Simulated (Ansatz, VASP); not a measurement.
ScAl3 in VASP and in Ansatz

The input INCAR:

```
PREC = Accurate
ENCUT = 520
EDIFF = 1E-6
ISMEAR = 0
SIGMA = 0.05
LREAL = False
LASPH = True
NELM = 80
ALGO = Normal
ISIF = 2
LWAVE = False
LCHARG = False
GGA = CA
NBANDS = 18
```

File KPOINTS:

```
regular mesh
0
Gamma
  8 8 8
```

The input POSCAR:

```
ScAl3
1.0
   -1.9763611985      1.9763611985      4.3431244301
    1.9763611985     -1.9763611985      4.3431244301
    1.9763611985      1.9763611985     -4.3431244301
Sc Al
1 3
Direct
    0.0000000000      0.0000000000      0.0000000000
    0.7500000000      0.2500000000      0.5000000000
    0.2500000000      0.7500000000      0.5000000000
    0.5000000000      0.5000000000      0.0000000000
```

Input for Ansatz:

```yaml
crystal:
  lattice:
    - [-1.976361198450025, 1.976361198450025, 4.343124430139184]
    - [1.976361198450025, -1.976361198450025, 4.343124430139184]
    - [1.976361198450025, 1.976361198450025, -4.343124430139184]
  atoms:
    - { symbol: Sc, position: [0.0, 0.0, 0.0] }
    - { symbol: Al, position: [0.75, 0.25, 0.5] }
    - { symbol: Al, position: [0.25, 0.75, 0.5] }
    - { symbol: Al, position: [0.5, 0.5, 0.0] }
basis:
  ecutwfc: 550.0
kpoints:
  mp_grid:
    grid: [8, 8, 8]
hamiltonian:
  xc: lda
scf:
  max_iter: 50
  occupations:
    method: gaussian
    width: 0.05
output:
  stress: true
```

Alike in both runs: task single point; functional LDA; k mesh 8 × 8 × 8; occupations gaussian, width 0.05 eV; no spin polarisation.

|  | VASP | Ansatz |
| --- | --- | --- |
| version | VASP 6.6.1 | Ansatz 0.2.0 |
| potentials or method | VASP PAW LDA potentials, release 64 (Sc_sv, Al), cutoff 520 eV | plane waves, PAW |
| valence electrons in the cell | 20 | 20 |

Ansatz gave:

- pressure (GPa): -0.2
- traceless stress, the component that is largest in VASP (GPa): 0.41

Question: Which values does VASP return?

Answer: Pressure (GPa): -0.1; traceless stress, the component that is largest in VASP (GPa): 0.41.

LDA's correlation is that of Perdew and Zunger in VASP and of Perdew and Wang (1992) in Ansatz.
